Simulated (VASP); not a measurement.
Runs of VASP 6.6.1 on HgSe. It takes space group F-43m (No. 216, cubic). Conventional cell: a = 6.185 Å, b = 6.185 Å, c = 6.185 Å, α = 90.00°, β = 90.00°, γ = 90.00°. Within 3.5 Å of Hg (site symmetry -43m) lie 4 Se at 2.68 Å. Se (site symmetry -43m) has 4 Hg at 2.68 Å within 3.5 Å. 

```csv
level,k mesh,cutoff (eV),smearing,grid for exact exchange (PRECFOCK),share of exact exchange,screening parameter,gap on the mesh (eV),pressure (GPa)
r2SCAN+D3(BJ),6 × 6 × 6,550,fermi-dirac 0.02 eV,-,-,-,none,-0.6
HSE06,4 × 4 × 4,400,methfessel-paxton 0.2 eV,Normal,0.25,0.2079 1/Å,none,0.3
r2SCAN+rVV10,6 × 6 × 6,550,fermi-dirac 0.02 eV,-,-,-,none,-0.5
r2SCAN,6 × 6 × 6,550,fermi-dirac 0.2 eV,-,-,-,none,0.2
r2SCAN,6 × 6 × 6,550,methfessel-paxton 0.05 eV,-,-,-,none,0.2
r2SCAN,6 × 6 × 6,550,methfessel-paxton 0.5 eV,-,-,-,none,0.2
PBE-based screened hybrid with 5 % exact exchange,4 × 4 × 4,400,fermi-dirac 0.02 eV,Normal,0.05,0.2078 1/Å,none,(a)
```

Alike in all rows: task single point; potentials or basis VASP PAW PBE potentials, release 64 (Hg, Se); no spin polarisation; cell as given.

**Question.** Fill in the values left out.

**Answer.** (a) 1.8.

Caveats: some runs use coarse meshes; the PAW data sets were made with another functional, which shifts forces and pressure a little; spin-orbit coupling is left out, which moves the levels of the heavy elements; semilocal functionals underestimate gaps, so a narrow gap can read as zero (at least some runs); so wide a smearing shifts energies and pressures (at least some runs).

A k mesh can miss the band edges, and the runs leave out spin-orbit coupling on Hg, Se.

A gap of «none» marks levels without a gap at the run's occupations.
